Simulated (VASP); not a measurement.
Runs of VASP 6.6.1 on Ta. The structure is that of space group Pm-3m (No. 221), or close to it. The cells are those of the table. 

```csv
task,cell,cutoff (eV),k mesh for the DOS,occupations for the DOS,gap on the mesh (eV),pressure (GPa)
single point,"a = 2.590 Å, 1 atom",520,-,-,none,34.6
single point,"a = 2.670 Å, 1 atom",520,-,-,none,(a)
single point,"a = 2.207 Å, 1 atom",520,-,-,none,349.2
single point,"a = 2.505 Å, 1 atom",500,-,-,none,66.8
single point,"a = 2.414 Å, 1 atom",520,-,-,none,118.1
single point,"a = 2.745 Å, 1 atom",500,-,-,none,(b)
```

Alike in all rows: level PBE; potentials or basis VASP PAW PBE potentials, release 64 (Ta_pv); no spin polarisation; k mesh 14 × 14 × 14; smearing fermi-dirac 0.08 eV.

Fill in the values left out.

(a) 13.9; (b) 0.1.

Caveats: spin-orbit coupling is left out, which moves the levels of the heavy elements.

A k mesh can miss the band edges, and the runs leave out spin-orbit coupling on Ta.

A gap of «none» marks levels without a gap at the run's occupations.
